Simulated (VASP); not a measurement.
Wanted: the native input for a VASP 6.6.1 run.

```
Task                   : single point
Functional             : PBEsol
Potentials or basis    : VASP PAW PBE potentials, release 64 (Mg, O)
Cutoff                 : 520 eV
k mesh                 : 6 × 6 × 6
Occupations            : fermi-dirac, width 0.05 eV
Spin                   : no spin polarisation
Dipole correction      : no
Further INCAR settings : ALGO = Normal; EDIFF = 1e-06; NBANDS = 16
```

The structure of MgO lies in POSCAR:

```
MgO
1.0
    3.4863800000      0.0290531667      0.0290531667
   -1.7180292500      3.0047634167      0.0106341667
    0.0348170000      0.0348170000      4.1780400000
Mg O
2 2
Direct
    0.6666666667      0.3333333333      0.7500000000
    0.3333333333      0.6666666667      0.2500000000
    0.6666666667      0.3333333333      0.2500000000
    0.3333333333      0.6666666667      0.7500000000
```

The input as run:

INCAR

```
  PREC = Accurate
  ENCUT = 520
  EDIFF = 1E-6
  ISMEAR = -1
  SIGMA = 0.05
  LREAL = False
  LASPH = True
  NELM = 60
  ALGO = Normal
  ISIF = 2
  LWAVE = False
  LCHARG = True
  GGA = PS
  LELF = True
  LVHAR = True
  NBANDS = 16
```

KPOINTS

```
regular mesh
0
Gamma
  6 6 6
```

Potentials or basis: VASP PAW PBE potentials, release 64 (Mg, O).

Run with:

```console
$ cat potpaw_PBE.64/Mg/POTCAR potpaw_PBE.64/O/POTCAR > POTCAR
$ mpirun -np 1 vasp_std > vasp.out
```

Results of the run:

| Item | Value |
| --- | --- |
| Pressure | 0.8 GPa |
| Largest force | 0.146 eV/Å |
| Band gap on the k mesh | 3.30 eV, direct |

Caveat: the PAW data sets were made with another functional, which shifts forces and pressure a little.

Wall time 87 s on 1 thread of AMD EPYC 7R13, with other jobs on the host, peak memory 0.19 GiB.
